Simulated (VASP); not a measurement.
A run of VASP 6.6.1 is set up as follows.

The input INCAR:

```
SYSTEM = TiTlGe
ALGO = Normal
EDIFF = 1E-6
ENCUT = 520
GGA = PE
ISIF = 2
ISMEAR = -1
LASPH = .TRUE.
LCHARG = .FALSE.
LREAL = .FALSE.
LWAVE = .FALSE.
NBANDS = 48
NELM = 100
PREC = Accurate
SIGMA = 0.1
```

KPOINTS

```
k-points
0
G
  9 9 4
  0 0 0
```

Contents of POSCAR:

```
TiTlGe
1.0
    3.7160110000      0.0000000000      0.0000000000
    0.0000000000      3.7160110000      0.0000000000
    0.0000000000      0.0000000000      8.2443400000
Ti Ge Tl
2 2 2
Direct
    0.2500000000      0.2500000000      0.2487500000
    0.7500000000      0.7500000000      0.7512500000
    0.7500000000      0.2500000000      0.0000000000
    0.2500000000      0.7500000000      0.0000000000
    0.2500000000      0.2500000000      0.6155600000
    0.7500000000      0.7500000000      0.3844400000
```

Potentials or basis: VASP PAW PBE potentials, release 64 (Ti_sv, Ge_d, Tl_d).

The run is started by

```bash
$ cat potpaw_PBE.64/Ti_sv/POTCAR potpaw_PBE.64/Ge_d/POTCAR potpaw_PBE.64/Tl_d/POTCAR > POTCAR
$ mpirun -np 1 vasp_std > vasp.out
```

Estimate the largest force.

1.451 eV/Å.

What does it give for the band gap on the k mesh?

Zero (bands 39 and 40 overlap by 1.06 eV).

Predict the pressure.

5.8 GPa.

Stress tensor (GPa, compression positive):
```
6.15 0.00 0.00
0.00 6.15 0.00
0.00 0.00 4.99
```

Caveat: the cell stands under pressure; spin-orbit coupling is left out, which moves the levels of the heavy elements; forces of over 1 eV/Å act on the atoms, so gaps and moduli don't describe the material at rest.
